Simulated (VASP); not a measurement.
Here is a VASP 6.6.1 calculation.

INCAR

```
SYSTEM = Bi
  PREC = Accurate
  ENCUT = 500
  EDIFF = 1E-6
  ISMEAR = -1
  SIGMA = 0.15
  LREAL = .FALSE.
  LASPH = .TRUE.
  NELM = 120
  ALGO = Normal
  ISIF = 2
  LWAVE = .FALSE.
  LCHARG = .FALSE.
  GGA = PE
  NBANDS = 14
  GGA_COMPAT = .FALSE.
```

Contents of KPOINTS:

```
Automatic mesh
0
G
  8 8 8
  0 0 0
```

The input POSCAR:

```
Bi
1.0
   -1.9879827726      1.9879827726      1.9879827726
    1.9879827726     -1.9879827726      1.9879827726
    1.9879827726      1.9879827726     -1.9879827726
Bi
1
Direct
    0.0000000000      0.0000000000      0.0000000000
```

Potentials or basis: VASP PAW PBE potentials, release 64 (Bi_d).

Launch:

```bash
$ cat potpaw_PBE.64/Bi_d/POTCAR > POTCAR
$ mpirun -np 1 vasp_std > vasp.out
```

(1) Estimate the pressure.

Answers

(1) 0.4 GPa.
